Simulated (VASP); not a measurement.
## BaCaS2: single point with PBEsol

Crystal: BaCaS2.

```
CELL_PARAMETERS angstrom
2.13736 1.23401 7.04183
-2.13736 1.23401 7.04183
0.00000 -2.46801 7.04183
ATOMIC_POSITIONS crystal
Ca 0.00000 0.00000 0.00000
Ba 0.50000 0.50000 0.50000
S 0.25909 0.25909 0.25909
S 0.74091 0.74091 0.74091
```

```json
{
  "Program": "VASP 6.6.1",
  "Task": "single point",
  "Functional": "PBEsol",
  "Potentials or basis": "VASP PAW PBE potentials, release 64 (Ca_sv, Ba_sv, S)",
  "Cutoff": "520 eV",
  "k mesh": "6 × 6 × 6",
  "Occupations": "gaussian, width 0.01 eV",
  "Spin": "no spin polarisation"
}
```

```json
{"Pressure": "-1.4 GPa", "Largest force": "0.007 eV/Å", "Band gap on the k mesh": "1.92 eV (least direct gap 2.39 eV)"}
```

Forces in eV/Å, atoms in the order of the input:
```
Ca   0.000  0.000  0.000
Ba   0.000  0.000  0.000
S    0.000  0.000  0.007
S    0.000  0.000 -0.007
```

Stress tensor (GPa, compression positive):
```
-1.35  0.00  0.00
 0.00 -1.35  0.00
 0.00  0.00 -1.53
```

Levels at points of the mesh, in eV from the valence-band top:
```
           k point  band 13  band 14  band 15  band 16  band 17  band 18  band 19  band 20
(0.00, 0.00, 0.00)    -1.17    -0.08    -0.08     0.00     3.29     3.71     3.85     3.85
(0.50, 0.00, 0.00)    -1.41    -1.10    -0.64    -0.61     2.96     3.78     5.75     5.89
(0.50, 0.50, 0.00)    -1.22    -1.15    -0.59    -0.47     1.92     5.28     5.35     5.56
(0.50, 0.50, 0.50)    -0.76    -0.76    -0.66    -0.66     3.57     4.14     4.63     4.63
```

Run time: 5.9 min on 1 thread of Intel Xeon 8259CL (shared host), peak memory 0.45 GiB.

Caveat: the PAW data sets were made with another functional, which shifts forces and pressure a little; spin-orbit coupling is left out, which moves the levels of the heavy elements. A k mesh can miss the band edges.
